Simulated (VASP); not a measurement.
Set up this calculation in VASP 6.6.1, as the native input.

```
Task                   : single point
Functional             : PBE
Potentials or basis    : VASP PAW PBE potentials, release 64 (Zr_sv, Si, C)
Cutoff                 : 520 eV
k mesh                 : 6 × 6 × 4
Occupations            : gaussian, width 0.1 eV
Spin                   : no spin polarisation
Dipole correction      : no
Further INCAR settings : ALGO = Fast; EDIFF = 1e-06; NBANDS = 26
```

The structure of Zr2Si2C lies in POSCAR:

```
Zr2Si2C
1.0
    3.9939879100      0.0000000000      0.0000000000
   -1.9969939500      3.4588949900      0.0000000000
    0.0000000000      0.0000000000      6.7822438200
Zr Si C
2 2 1
Direct
    0.3333333300      0.6666666700      0.6247000100
    0.6666666700      0.3333333300      0.3752999900
    0.3333333300      0.6666666700      0.2680000100
    0.6666666700      0.3333333300      0.7319999900
    0.0000000000      0.0000000000      0.0000000000
```

The cell was generated, and may not be a known phase.

One way to write it, as run:

INCAR

```
SYSTEM = Zr2Si2C
ALGO     = Fast           ! electronic algorithm
EDIFF    = 1E-6           ! SCF threshold, eV
ENCUT    = 520            ! plane-wave cutoff, eV
GGA      = PE             ! functional
ISIF     = 2              ! what is computed and relaxed
ISMEAR   = 0              ! smearing method
LASPH    = .True.         ! aspherical terms in the spheres
LCHARG   = .False.        ! write CHGCAR
LREAL    = .False.        ! projectors in reciprocal space
LWAVE    = .False.        ! write WAVECAR
NBANDS   = 26             ! bands
NELM     = 80             ! most SCF steps
PREC     = Accurate       ! precision mode
SIGMA    = 0.1            ! smearing width, eV
```

KPOINTS

```
k-points
0
Gamma
  6 6 4
  0 0 0
```

Potentials or basis: VASP PAW PBE potentials, release 64 (Zr_sv, Si, C).

The run is started by

```sh
$ cat potpaw_PBE.64/Zr_sv/POTCAR potpaw_PBE.64/Si/POTCAR potpaw_PBE.64/C/POTCAR > POTCAR
$ mpirun -np 1 vasp_std > vasp.out
```

It gave:

```yaml
Pressure: 23.1 GPa
Largest_force: 5.300 eV/Å
Band_gap_on_the_k_mesh: zero (bands 18 and 19 overlap by 0.88 eV)
```

Caveat: the stress differs along the axes, from 16 to 27 GPa; forces of over 1 eV/Å act on the atoms, so gaps and moduli don't describe the material at rest.

Run time: 3.3 min on 1 thread of Oxide Virtual Turin-like Processor, with other jobs on the host, peak memory 0.2 GiB.
